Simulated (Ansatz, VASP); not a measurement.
CdSiP2: VASP beside Ansatz

```
Cd Si P
1.0
    -2.84686    2.84686    5.24206
     2.84686   -2.84686    5.24206
     2.84686    2.84686   -5.24206
Cd Si P
2 2 4
Direct
  0.75000 0.25000 0.50000
  0.00000 0.00000 0.00000
  0.50000 0.50000 0.00000
  0.25000 0.75000 0.50000
  0.87500 0.82884 0.45384
  0.17116 0.62500 0.04616
  0.37500 0.42116 0.54616
  0.57884 0.12500 0.95384
```

Alike in both runs: task single point; functional PBE; k mesh 6 × 6 × 6; non-collinear spin, spin-orbit coupling.

```csv
,VASP,Ansatz
version,VASP 6.6.1,Ansatz 0.2.0
potentials or method,"VASP PAW PBE potentials, release 64 (Cd, Si, P)","plane waves, PAW"
plane-wave cutoff (eV),500,420
occupations,"gaussian, width 0.01 eV",fixed
valence electrons in the cell,52,68
```

Ansatz gave:

```
pressure (GPa)                                                : 1.5
traceless stress, the component that is largest in VASP (GPa) : 0.06
rms of the force components (eV/Å)                            : 0.030
```

Q: Estimate VASP's values.

A: Pressure (GPa): 1.6; traceless stress, the component that is largest in VASP (GPa): 0.04; rms of the force components (eV/Å): 0.011.

Atom by atom the forces differ by 0.019 eV/Å (rms over components). VASP's potentials hold 52 valence electrons a cell and Ansatz's 68, so a difference there can come from the potentials and not from the codes.
